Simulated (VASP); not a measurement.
# Sn (Immm) in VASP: further runs

The runs below take Sn through single point, with LDA.

Everything below comes from runs of VASP 6.6.1. Logs are shortened: lines on timing, memory, paths and dates and some standing lists are left out, and cuts for length are marked.

## (1) The cell of the first run

Symmetry: Immm, No. 71, orthorhombic system. Conventional cell: a = 3.453 Å, b = 3.551 Å, c = 4.739 Å, α = 90.00°, β = 90.00°, γ = 90.00°. Within 4.5 Å of Sn (site symmetry mmm) lie 12 Sn at 3.43 to 3.55 Å.

## (2) Single point, LDA

File INCAR:

```
SYSTEM = Sn
ALGO = Normal
EDIFF = 1E-6
ENCUT = 520
GGA = CA
ISIF = 2
ISMEAR = 1
LASPH = .TRUE.
LCHARG = .TRUE.
LELF = .TRUE.
LREAL = .FALSE.
LVHAR = .TRUE.
LWAVE = .FALSE.
NBANDS = 13
NELM = 60
PREC = Accurate
SIGMA = 0.1
```

File KPOINTS:

```
k-points
0
G
  14 14 14
  0 0 0
```

File POSCAR:

```
Sn
1.0
   -1.7265400000      1.7755500000      2.3695178667
    1.7265400000     -1.7755500000      2.3695178667
    1.7265400000      1.7755500000     -2.3695178667
Sn
1
Direct
    0.0000000000      0.0000000000      0.0000000000
```

Potentials or basis: VASP PAW LDA potentials, release 64 (Sn_d).

Command:

```
cat potpaw_LDA.64/Sn_d/POTCAR > POTCAR
mpirun -np 1 vasp_std > vasp.out
```

OUTCAR:

```text
SYSTEM = Sn
   EDIFF = 1E-6
   ENCUT = 520
   GGA = CA
   ISIF = 2
   ISMEAR = 1
   LASPH = .TRUE.
   LREAL = .FALSE.
   NELM = 60
   PREC = Accurate

 ion  position               nearest neighbor table
   1  0.000  0.000  0.000-

  LATTYP: Found a body centered orthorhombic cell.
 ALAT       =     3.4530800000
 B/A-ratio  =     1.0283862523
 C/A-ratio  =     1.3724083234

  Lattice vectors:

 A1 = (  -1.7265400000,   1.7755500000,   2.3695178667)
 A2 = (   1.7265400000,  -1.7755500000,   2.3695178667)
 A3 = (   1.7265400000,   1.7755500000,  -2.3695178667)

Analysis of symmetry for initial positions (statically):
=====================================================================
 Subroutine PRICEL returns:
 Original cell was already a primitive cell.

 Routine SETGRP: Setting up the symmetry group for a
 body centered orthorhombic supercell.

 Subroutine GETGRP returns: Found  8 space group operations
 (whereof  8 operations were pure point group operations)
 out of a pool of  8 trial point group operations.

The static configuration has the point symmetry D_2h.

Analysis of symmetry for dynamics (positions and initial velocities):
=====================================================================
 Subroutine PRICEL returns:
 Original cell was already a primitive cell.

 Routine SETGRP: Setting up the symmetry group for a
 body centered orthorhombic supercell.

 Subroutine GETGRP returns: Found  8 space group operations
 (whereof  8 operations were pure point group operations)
 out of a pool of  8 trial point group operations.

The dynamic configuration has the point symmetry D_2h.

 Subroutine INISYM returns: Found  8 space group operations
 (whereof  8 operations are pure point group operations),
 and found     1 'primitive' translations

----------------------------------------------------------------------------------------

                                     Primitive cell

  volume of cell :      29.0556

  direct lattice vectors                    reciprocal lattice vectors
    -1.726540000  1.775550000  2.369517867     0.000000000  0.281602884  0.211013391
     1.726540000 -1.775550000  2.369517867     0.289596534  0.000000000  0.211013391
     1.726540000  1.775550000 -2.369517867     0.289596534  0.281602884  0.000000000

  length of vectors
     3.427554973  3.427554973  3.427554973     0.351890374  0.358319416  0.403938531
[... 80 lines left out ...]
   LREAL  =      F    real-space projection
   EDIFFG = 0.1E-04   stopping-criterion for IOM
   NSW    =      0    number of steps for IOM
   IBRION =     -1    ionic relax: 0-MD 1-quasi-New 2-CG
   NFREE  =      0    steps in history (QN), initial steepest desc. (CG)
   ISIF   =      2    stress and relaxation
   ISYM   =      2    0-nonsym 1-usesym 2-fastsym
   POTIM  = 0.5000    time-step for ionic-motion
   TEBEG  =    0.0;   TEEND  =   0.0 temperature during run
   PSTRESS=    0.0 pullay stress
   NELECT =      14.0000    total number of electrons
   NUPDOWN=      -1.0000    fix difference up-down
   EMIN   =  10.00;   EMAX   =-10.00  energy-range for DOS
   EFERMI =   0.00;   METHOD = LEGACY
   ISMEAR =     1;   SIGMA  =   0.10  broadening in eV -4-tet -1-fermi 0-gaus
   EFERMI_NEDOS =   21; number of points for ismear=-14 and -15
   IALGO  =     38    algorithm
   IMIX   =      4    mixing-type and parameters
     AMIX     =   0.40;   BMIX     =  1.00
     AMIX_MAG =   1.60;   BMIX_MAG =  1.00
  volume/ion in A,a.u.               =      29.06       196.08
  Fermi-wavevector in a.u.,A,eV,Ry     =   1.283436  2.425343 22.411637  1.647209
  Thomas-Fermi vector in A             =   2.415689
   LORBIT       =      0    0 simple, 1 ext, 2 COOP (PROOUT), +10 PAW based schemes
   GGA     = CA    functional components
   LHFCALC =     F    Hartree Fock is set to
   AEXX    =    0.0000 exact exchange contribution
   IVDW    =     0    specifies the selected vdW correction
   LEPSILON=     F    determine dielectric tensor
   LRPA    =     F    only Hartree local field effects (RPA)
 non-spin polarized calculation
 Methfessel and Paxton  Order N= 1 SIGMA  =   0.10
  energy-cutoff  :      520.00
  volume of cell :       29.06
 maximum number of plane-waves:       809
 NGX is ok and might be reduce to    28
   NGX = 13   NGY = 13   NGZ = 13

 number of electron      13.9999997 magnetization

 Free energy of the ion-electron system (eV)
  ---------------------------------------------------
  ext. energy  EPLUGINS =         0.00000000
  ---------------------------------------------------
  free energy    TOTEN  =        -4.38407500 eV

  energy without entropy =       -4.38394370  energy(sigma->0) =       -4.38403123

 E-fermi :   7.1061     XC(G=0): -10.2904

 val. band max:        7.1026264429   @ k =  -0.3571  -0.2143   0.2143
 cond. band min:       7.1117952270   @ k =   0.0000   0.2857  -0.0000
 fundamental gap:      0.0091687841
 Fermi energy:         7.1060643508

 k-point     1 :       0.0000    0.0000    0.0000
  band No.  band energies     occupation
      1     -14.3562      2.00000
      2     -14.3436      2.00000
      3     -14.3279      2.00000
      4     -14.2908      2.00000
      5     -14.2664      2.00000
      6      -3.6048      2.00000
      7      13.8838      0.00000
      8      14.0567      0.00000
      9      14.4244      0.00000
     10      17.7773      0.00000
     11      18.2104      0.00000
     12      18.6584      0.00000
     13      18.8739      0.00000
[... 354 lines left out ...]
  band No.  band energies     occupation
      1     -14.3440      2.00000
      2     -14.3320      2.00000
      3     -14.3144      2.00000
      4     -14.2832      2.00000
      5     -14.2681      2.00000
      6      -2.9645      2.00000
      7      10.5688      0.00000
      8      11.9304      0.00000
      9      13.9989      0.00000
     10      17.0098      0.00000
     11      18.8055      0.00000
     12      19.3685      0.00000
     13      19.9573      0.00000

 [... further k-points ...]
[... 5 lines left out ...]
  --------------------------------------------------------------------------------------
  -------------------------------------------------------------------------------------
  Total       -0.9029894     -0.8663879     -0.9471044      0.0000000      0.0000000      0.0000000
  in kB      -49.7924750    -47.7742011    -52.2250542      0.0000000      0.0000000      0.0000000
  external PRESSURE =     -49.9305768 kB  Pullay stress =       0.0000000 kB

 VOLUME and BASIS-vectors are now :
 -----------------------------------------------------------------------------
  energy-cutoff  :      520.00
  volume of cell :       29.06
      direct lattice vectors                 reciprocal lattice vectors
    -1.726540000  1.775550000  2.369517867     0.000000000  0.281602884  0.211013391
     1.726540000 -1.775550000  2.369517867     0.289596534  0.000000000  0.211013391
     1.726540000  1.775550000 -2.369517867     0.289596534  0.281602884  0.000000000

 POSITION                                       TOTAL-FORCE (eV/Angst)
 -----------------------------------------------------------------------------------
      0.00000      0.00000      0.00000        -0.000000      0.000000      0.000000
 -----------------------------------------------------------------------------------
    total drift:                               -0.000000     -0.000000     -0.000000

  FREE ENERGIE OF THE ION-ELECTRON SYSTEM (eV)
  ---------------------------------------------------
  free  energy   TOTEN  =        -4.3840749969 eV

  energy  without entropy=       -4.3839436955  energy(sigma->0) =       -4.38403123
```

It took 2.7 min on 1 thread of Intel Xeon 8259CL, shared host; peak memory 0.26 GiB.

Results:

```yaml
Free_energy: -4.3841 eV
Pressure: -5.0 GPa
Band_gap_on_the_k_mesh: zero (bands 7 and 8 overlap by 8.60 eV)
```

Stress tensor (GPa, compression positive):
```
-4.98  0.00  0.00
 0.00 -4.78  0.00
 0.00  0.00 -5.22
```

Caveat: the cell stands under tension; spin-orbit coupling is left out, which moves the levels of the heavy elements.

## (3) Single point, LDA

This run uses another cell than the first one, of 29.25 Å³/atom.

File INCAR:

```
SYSTEM = Sn
PREC     = Accurate       ! precision mode
ENCUT    = 520            ! plane-wave cutoff, eV
EDIFF    = 1E-6           ! SCF threshold, eV
ISMEAR   = 1              ! smearing method
SIGMA    = 0.1            ! smearing width, eV
LREAL    = .False.        ! projectors in reciprocal space
LASPH    = .True.         ! aspherical terms in the spheres
NELM     = 100            ! most SCF steps
ALGO     = Normal         ! electronic algorithm
ISIF     = 2              ! what is computed and relaxed
LWAVE    = .False.        ! write WAVECAR
LCHARG   = .True.         ! write CHGCAR
LELF     = .True.         ! ELF
LVHAR    = .True.       
NBANDS   = 13             ! bands
```

File KPOINTS:

```
regular mesh
0
Gamma
  14 14 14
  0 0 0
```

File POSCAR:

```
Sn
1.0
   -1.7265400000      1.7755500000      2.3851068000
    1.7265400000     -1.7755500000      2.3851068000
    1.7265400000      1.7755500000     -2.3851068000
Sn
1
Direct
    0.0000000000      0.0000000000      0.0000000000
```

Potentials or basis: VASP PAW LDA potentials, release 64 (Sn_d).

Command:

```
cat potpaw_LDA.64/Sn_d/POTCAR > POTCAR
mpirun -np 1 vasp_std > vasp.out
```

OUTCAR:

```text
SYSTEM = Sn
   PREC = Accurate
   ENCUT = 520
   EDIFF = 1E-6
   ISMEAR = 1
   LREAL = .False.
   LASPH = .True.
   NELM = 100
   ISIF = 2

 ion  position               nearest neighbor table
   1  0.000  0.000  0.000-

  LATTYP: Found a body centered orthorhombic cell.
 ALAT       =     3.4530800000
 B/A-ratio  =     1.0283862523
 C/A-ratio  =     1.3814373255

  Lattice vectors:

 A1 = (  -1.7265400000,   1.7755500000,   2.3851068000)
 A2 = (   1.7265400000,  -1.7755500000,   2.3851068000)
 A3 = (   1.7265400000,   1.7755500000,  -2.3851068000)

Analysis of symmetry for initial positions (statically):
=====================================================================
 Subroutine PRICEL returns:
 Original cell was already a primitive cell.

 Routine SETGRP: Setting up the symmetry group for a
 body centered orthorhombic supercell.

 Subroutine GETGRP returns: Found  8 space group operations
 (whereof  8 operations were pure point group operations)
 out of a pool of  8 trial point group operations.

The static configuration has the point symmetry D_2h.

Analysis of symmetry for dynamics (positions and initial velocities):
=====================================================================
 Subroutine PRICEL returns:
 Original cell was already a primitive cell.

 Routine SETGRP: Setting up the symmetry group for a
 body centered orthorhombic supercell.

 Subroutine GETGRP returns: Found  8 space group operations
 (whereof  8 operations were pure point group operations)
 out of a pool of  8 trial point group operations.

The dynamic configuration has the point symmetry D_2h.

 Subroutine INISYM returns: Found  8 space group operations
 (whereof  8 operations are pure point group operations),
 and found     1 'primitive' translations

[... 112 lines left out ...]
     AMIX_MAG =   1.60;   BMIX_MAG =  1.00
  volume/ion in A,a.u.               =      29.25       197.37
  Fermi-wavevector in a.u.,A,eV,Ry     =   1.280634  2.420047 22.313876  1.640024
  Thomas-Fermi vector in A             =   2.413051
   LORBIT       =      0    0 simple, 1 ext, 2 COOP (PROOUT), +10 PAW based schemes
   GGA     = CA    functional components
   LHFCALC =     F    Hartree Fock is set to
   AEXX    =    0.0000 exact exchange contribution
   IVDW    =     0    specifies the selected vdW correction
   LEPSILON=     F    determine dielectric tensor
   LRPA    =     F    only Hartree local field effects (RPA)
 non-spin polarized calculation
 Methfessel and Paxton  Order N= 1 SIGMA  =   0.10
  energy-cutoff  :      520.00
  volume of cell :       29.25
 maximum number of plane-waves:       817
 NGX is ok and might be reduce to    28
   NGX = 13   NGY = 13   NGZ = 13

 number of electron      13.9999998 magnetization

 Free energy of the ion-electron system (eV)
  ---------------------------------------------------
  ext. energy  EPLUGINS =         0.00000000
  ---------------------------------------------------
  free energy    TOTEN  =        -4.37769098 eV

  energy without entropy =       -4.37769727  energy(sigma->0) =       -4.37769308

 E-fermi :   7.0348     XC(G=0): -10.2605

 val. band max:        7.0328854061   @ k =   0.0000   0.2857   0.0000
 cond. band min:       7.0425473180   @ k =  -0.3571  -0.2143   0.2143
 fundamental gap:      0.0096619119
 Fermi energy:         7.0348317998

 k-point     1 :       0.0000    0.0000    0.0000
  band No.  band energies     occupation
      1     -14.4274      2.00000
      2     -14.4151      2.00000
      3     -14.4028      2.00000
      4     -14.3625      2.00000
      5     -14.3423      2.00000
      6      -3.6351      2.00000
      7      13.7525      0.00000
      8      13.9382      0.00000
      9      14.2942      0.00000
     10      17.6881      0.00000
     11      18.1019      0.00000
     12      18.5198      0.00000
     13      18.7654      0.00000
[... 354 lines left out ...]
  band No.  band energies     occupation
      1     -14.4158      2.00000
      2     -14.4040      2.00000
      3     -14.3886      2.00000
      4     -14.3566      2.00000
      5     -14.3427      2.00000
      6      -2.9998      2.00000
      7      10.4763      0.00000
      8      11.8323      0.00000
      9      13.8737      0.00000
     10      16.9022      0.00000
     11      18.7307      0.00000
     12      19.2415      0.00000
     13      19.8372      0.00000

 [... further k-points ...]
[... 5 lines left out ...]
  --------------------------------------------------------------------------------------
  -------------------------------------------------------------------------------------
  Total       -0.9500992     -0.9109751     -0.9879083     -0.0000000      0.0000000      0.0000000
  in kB      -52.0477731    -49.9045033    -54.1190079     -0.0000000      0.0000000      0.0000000
  external PRESSURE =     -52.0237614 kB  Pullay stress =       0.0000000 kB

 VOLUME and BASIS-vectors are now :
 -----------------------------------------------------------------------------
  energy-cutoff  :      520.00
  volume of cell :       29.25
      direct lattice vectors                 reciprocal lattice vectors
    -1.726540000  1.775550000  2.385106800     0.000000000  0.281602884  0.209634218
     1.726540000 -1.775550000  2.385106800     0.289596534  0.000000000  0.209634218
     1.726540000  1.775550000 -2.385106800     0.289596534  0.281602884  0.000000000

 POSITION                                       TOTAL-FORCE (eV/Angst)
 -----------------------------------------------------------------------------------
      0.00000      0.00000      0.00000         0.000000     -0.000000     -0.000000
 -----------------------------------------------------------------------------------
    total drift:                               -0.000000     -0.000000     -0.000000

  FREE ENERGIE OF THE ION-ELECTRON SYSTEM (eV)
  ---------------------------------------------------
  free  energy   TOTEN  =        -4.3776909830 eV

  energy  without entropy=       -4.3776972671  energy(sigma->0) =       -4.37769308
```

OSZICAR:

```text
N       E                     dE             d eps       ncg     rms          rms(c)
DAV:   1     0.802886434630E+02    0.80289E+02   -0.71739E+03 11480   0.155E+03
DAV:   2     0.148487776429E+01   -0.78804E+02   -0.76445E+02 11768   0.336E+02
DAV:   3    -0.426243379857E+01   -0.57473E+01   -0.57275E+01 13218   0.742E+01
DAV:   4    -0.438725275144E+01   -0.12482E+00   -0.12479E+00 13595   0.118E+01
DAV:   5    -0.439163991549E+01   -0.43872E-02   -0.43870E-02 14959   0.215E+00    0.116E+00
DAV:   6    -0.438143243269E+01    0.10207E-01   -0.10101E-02 14332   0.161E+00    0.636E-01
DAV:   7    -0.437788902214E+01    0.35434E-02   -0.60224E-03 14328   0.115E+00    0.849E-02
DAV:   8    -0.437769041769E+01    0.19860E-03   -0.53800E-04 13693   0.406E-01    0.179E-02
DAV:   9    -0.437769098302E+01   -0.56532E-06   -0.94927E-06 14981   0.363E-02
   1 F= -.43776910E+01 E0= -.43776931E+01  d E =0.628410E-05
```

stdout:

```text
POSCAR found type information on POSCAR Sn
 POSCAR found :  1 types and       1 ions
 scaLAPACK will be used
 LDA part: xc-table for (Slater(with rela. corr.)+CA(PZ))
 , standard interpolation
 POSCAR, INCAR and KPOINTS ok, starting setup
 FFT: planning ... GRIDC
 FFT: planning ... GRID_SOFT
 FFT: planning ... GRID
 WAVECAR not read
 entering main loop
```

Run time: 2.9 min. Hardware: 1 thread of Intel Xeon 8259CL, shared host; peak memory 0.26 GiB.

Results:

```yaml
Free_energy: -4.3777 eV
Pressure: -5.2 GPa
Band_gap_on_the_k_mesh: zero (bands 7 and 8 overlap by 8.52 eV)
```

Caveat: the cell stands under tension; spin-orbit coupling is left out, which moves the levels of the heavy elements.
